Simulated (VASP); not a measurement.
A run of VASP 6.6.1 is set up as follows.

INCAR

```
PREC = Accurate
ENCUT = 520
EDIFF = 1E-7
ISMEAR = 0
SIGMA = 0.1
LREAL = False
LASPH = True
NELM = 80
ALGO = Normal
ISIF = 2
LWAVE = False
LCHARG = False
GGA = PS
NBANDS = 34
```

KPOINTS

```
Automatic mesh
0
Gamma
  5 5 2
```

POSCAR

```
InSe2
1.0
    3.8948930000      0.0000000000      0.0000000000
    0.0000000000      3.8948930000      0.0000000000
    0.0000000000      0.0000000000      9.6262310000
In Se
2 4
Direct
    0.0000000000      0.5000000000      0.7064680000
    0.5000000000      0.0000000000      0.2935320000
    0.0000000000      0.5000000000      0.3662120000
    0.5000000000      0.0000000000      0.6337880000
    0.0000000000      0.0000000000      0.0000000000
    0.5000000000      0.5000000000      0.0000000000
```

Potentials or basis: VASP PAW PBE potentials, release 64 (In_d, Se).

Run with:

```bash
$ cat potpaw_PBE.64/In_d/POTCAR potpaw_PBE.64/Se/POTCAR > POTCAR
$ mpirun -np 1 vasp_std > vasp.out
```

**Question.** Predict the pressure.

**Answer.** -3.5 GPa.

**Question.** What does it give for the band gap on the k mesh?

**Answer.** Zero (bands 25 and 26 overlap by 1.63 eV).

**Question.** Estimate the largest force.

**Answer.** 0.096 eV/Å.

Stress tensor (GPa, compression positive):
```
-3.95  0.00  0.00
 0.00 -3.95  0.00
 0.00  0.00 -2.68
```

Caveat: the cell stands under tension; the PAW data sets were made with another functional, which shifts forces and pressure a little; spin-orbit coupling is left out, which moves the levels of the heavy elements.
